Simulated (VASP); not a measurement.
Crystal: Li2S.

```
Li S
1.0
     0.00000    2.84450    2.84450
     2.84450    0.00000    2.84450
     2.84450    2.84450    0.00000
Li S
2 1
Direct
  0.25000 0.25000 0.25000
  0.75000 0.75000 0.75000
  0.00000 0.00000 0.00000
```

Base run:

```yaml
Program: VASP 6.6.1
Functional: PBE0
Potentials_or_basis: VASP PAW PBE potentials, release 64 (Li_sv, S)
Cutoff: 650 eV
k_mesh: 8 × 8 × 8
Occupations: fermi-dirac, width 0.02 eV
Spin: no spin polarisation
```

Its results: band gap on the k mesh 5.02 eV (least direct gap 6.04 eV); pressure -0.6 GPa.

Task: The run is repeated on the same cell with these changes: functional from PBE0 to HSE06. What comes out?

Result: Band gap on the k mesh 4.33 eV (least direct gap 5.35 eV); pressure -0.6 GPa.

Caveats: the PAW data sets were made with another functional, which shifts forces and pressure a little.

A k mesh can miss the band edges.
